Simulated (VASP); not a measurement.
NaTa6, 7 atoms in the cell. The cell holds a slab with vacuum, 7 atoms: a = 4.639 Å, b = 4.639 Å, c = 19.944 Å, α = 90.00°, β = 90.00°, γ = 120.00°. 

- Program: VASP 6.6.1
- Task: single point
- Functional: PBEsol
- Potentials or basis: VASP PAW PBE potentials, release 64 (Ta_pv, Na_pv)
- Cutoff: 520 eV
- k mesh: 6 × 6 × 1
- Occupations: gaussian, width 0.1 eV
- Spin: no spin polarisation
- Dipole correction: yes
- Further INCAR settings: ALGO = Normal; EDIFF = 1e-07; NBANDS = 46

Potentials or basis: VASP PAW PBE potentials, release 64 (Ta_pv, Na_pv).

The run is started by

```bash
$ cat potpaw_PBE.64/Ta_pv/POTCAR potpaw_PBE.64/Na_pv/POTCAR > POTCAR
$ mpirun -np 1 vasp_std > vasp.out
```

Hardware: 1 thread of Intel(R) Xeon(R) 6975P-C (Granite Rapids), with other jobs on the host.

Question: How long does it take, and how much memory?

Answer: Wall time 14 min on 1 thread of Intel(R) Xeon(R) 6975P-C (Granite Rapids) (shared host), peak memory 0.55 GiB. Counts: scf iterations 31, k points 13.
